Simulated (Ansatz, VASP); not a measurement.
**PbS in VASP and in Ansatz**

```
CELL_PARAMETERS angstrom
0.00000 2.81675 3.11325
2.81675 0.00000 3.11325
2.81675 2.81675 0.00000
ATOMIC_POSITIONS crystal
Pb 0.00000 0.00000 0.00000
S 0.50000 0.50000 0.50000
```

Change from the starting cell: strain -0.050 along x and y, +0.050 along z, atoms carried along.

Alike in both runs: task single point; functional r2SCAN; k mesh 8 × 8 × 8; occupations gaussian, width 0.05 eV; no spin polarisation.

|  | VASP | Ansatz |
| --- | --- | --- |
| version | VASP 6.6.1 | Ansatz 0.2.0 |
| potentials or method | VASP PAW PBE potentials, release 64 (Pb_d, S), cutoff 550 eV | scalar-relativistic, plane waves, PAW |
| valence electrons in the cell | 20 | 20 |

|  | VASP | Ansatz | Ansatz less VASP |
| --- | --- | --- | --- |
| gap on the k mesh at the Fermi level (eV) | 0.10 | 0.09 | -0.011 |
| least direct gap on the mesh (eV) | 0.10 | 0.09 | -0.011 |
| pressure (GPa) | 7.0 | 7.0 | -0.01 |
| traceless stress, the component that is largest in VASP (GPa) | -9.80 | -9.76 | +0.044 |

VASP's potentials were made for PBE, not for r2SCAN.

Neither program's run includes spin-orbit coupling.
